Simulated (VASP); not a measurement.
Set up this calculation in VASP 6.6.1, as the native input.

```yaml
Task: single point
Functional: PBE
Potentials_or_basis: VASP PAW PBE potentials, release 64 (Ti_sv, Si)
Cutoff: 520 eV
k_mesh: 10 × 10 × 10
Occupations: gaussian, width 0.1 eV
Spin: no spin polarisation
Dipole_correction: no
Further_INCAR_settings: ALGO = Normal; EDIFF = 1e-06; NBANDS = 29
```

The structure of TiSi2 lies in POSCAR:

```
TiSi2
1.0
    1.7736477652     -6.7807291866      0.0000000000
    1.7736477652      6.7807291866      0.0000000000
    0.0000000000      0.0000000000      3.5790023882
Ti Si
2 4
Direct
    0.8968075258      0.1031924742      0.7500000000
    0.1031924742      0.8968075258      0.2500000000
    0.5591373591      0.4408626409      0.7500000000
    0.4408626409      0.5591373591      0.2500000000
    0.2498287182      0.7501712818      0.7500000000
    0.7501712818      0.2498287182      0.2500000000
```

These files were run (other wordings do the same):

INCAR

```
PREC = Accurate
ENCUT = 520
EDIFF = 1E-6
ISMEAR = 0
SIGMA = 0.1
LREAL = False
LASPH = True
NELM = 80
ALGO = Normal
ISIF = 2
LWAVE = False
LCHARG = False
GGA = PE
NBANDS = 29
```

KPOINTS

```
regular mesh
0
Gamma
  10 10 10
```

Potentials or basis: VASP PAW PBE potentials, release 64 (Ti_sv, Si).

Launch:

```console
$ cat potpaw_PBE.64/Ti_sv/POTCAR potpaw_PBE.64/Si/POTCAR > POTCAR
$ mpirun -np 1 vasp_std > vasp.out
```

Results of the run:

```json
{
  "Pressure": "0.0 GPa",
  "Largest force": "0.010 eV/Å",
  "Band gap on the k mesh": "zero (bands 20 and 21 overlap by 0.99 eV)"
}
```

Wall time 5.7 min on 1 thread of Intel(R) Xeon(R) 6975P-C (Granite Rapids) (shared host), peak memory 0.54 GiB.
